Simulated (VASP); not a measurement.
Set up this calculation in VASP 6.6.1, as the native input.

```yaml
Task: relaxation of cell and atoms
Functional: PBE
Potentials_or_basis: VASP PAW PBE potentials, release 64 (V_sv)
Cutoff: 600 eV
k_mesh: 18 × 18 × 3
Occupations: gaussian, width 0.1 eV
Spin: no spin polarisation
Dipole_correction: no
Further_INCAR_settings: ALGO = Fast; EDIFF = 1e-07; IBRION = 2; EDIFFG = -0.01; NSW = 65; ISIF = 3
```

The structure of V lies in POSCAR:

```
V
1.0
    2.6105249404      0.0000000000      0.0000000000
   -1.3052624702      2.2607809156      0.0000000000
    0.0000000000      0.0000000000     16.4105673868
V
7
Direct
    0.0000000000      0.0000000000      0.0000000000
    0.3333333333      0.6666666667      0.1428571429
    0.6666666667      0.3333333333      0.2857142857
    0.3333333333      0.6666666667      0.4285714286
    0.6666666667      0.3333333333      0.5714285714
    0.0000000000      0.0000000000      0.7142857143
    0.6666666667      0.3333333333      0.8571428571
```

The input as run:

INCAR

```
SYSTEM = V
PREC = Accurate
ENCUT = 600
EDIFF = 1E-7
ISMEAR = 0
SIGMA = 0.1
LREAL = .False.
LASPH = .True.
NELM = 60
ALGO = Fast
ISIF = 3
LWAVE = .False.
LCHARG = .False.
GGA = PE
IBRION = 2
NSW = 65
EDIFFG = -0.01
```

KPOINTS

```
Automatic mesh
0
Gamma
  18 18 3
  0 0 0
```

Potentials or basis: VASP PAW PBE potentials, release 64 (V_sv).

Run with:

```sh
$ cat potpaw_PBE.64/V_sv/POTCAR > POTCAR
$ mpirun -np 1 vasp_std > vasp.out
```

It gave:

The relaxed volume is 13.86 Å³/atom, the relaxed cell is a = 2.618 Å, b = 2.618 Å, c = 16.350 Å, α = 90.00°, β = 90.00°, γ = 120.00° and the space group after relaxing (to 0.1 Å) is P-3m1 (No. 164). The energy gained by relaxing is 0.2 meV/atom and the ionic steps are 5. The pressure after relaxing is 0.0 GPa, the largest force after relaxing is 0.009 eV/Å and the band gap on the k mesh is zero (an odd number of electrons rules out a gap without spin polarisation).

Wall time 2 h on 1 thread of Oxide Virtual Turin-like Processor, with other jobs on the host, peak memory 0.55 GiB.
